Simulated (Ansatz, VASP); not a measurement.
TiSi8Mo3 in VASP and in Ansatz

```
CELL_PARAMETERS angstrom
4.55097 0.00000 0.00000
0.00000 4.55097 0.00000
0.00000 0.00000 7.94830
ATOMIC_POSITIONS crystal
Ti 0.00000 0.00000 0.00000
Si 0.00000 0.00000 0.33264
Si 0.00000 0.50000 0.83398
Si 0.50000 0.00000 0.83398
Si 0.50000 0.50000 0.33583
Si 0.00000 0.00000 0.66736
Si 0.00000 0.50000 0.16602
Si 0.50000 0.00000 0.16602
Si 0.50000 0.50000 0.66417
Mo 0.00000 0.50000 0.50000
Mo 0.50000 0.00000 0.50000
Mo 0.50000 0.50000 0.00000
```

Alike in both runs: task single point; functional PBE; k mesh 8 × 8 × 6; occupations gaussian, width 0.1 eV; no spin polarisation.

```csv
,VASP,Ansatz
version,VASP 6.6.1,Ansatz 0.2.0
potentials or method,"VASP PAW PBE potentials, release 64 (Ti_sv, Si, Mo_sv), cutoff 520 eV","scalar-relativistic, plane waves, PAW"
valence electrons in the cell,86,86
```

```csv
,VASP,Ansatz,Ansatz less VASP
gap on the k mesh at the Fermi level (eV),none,none,-
pressure (GPa),0.1,0.0,-0.08
rms of the force components (eV/Å),0.003,0.002,-0.0012
```

Atom by atom the forces differ by 0.002 eV/Å (rms over components). A gap of «none» marks a metal or a gap that the smearing closes. The functional is the same, so the differences come from potentials, cutoffs and numerics.
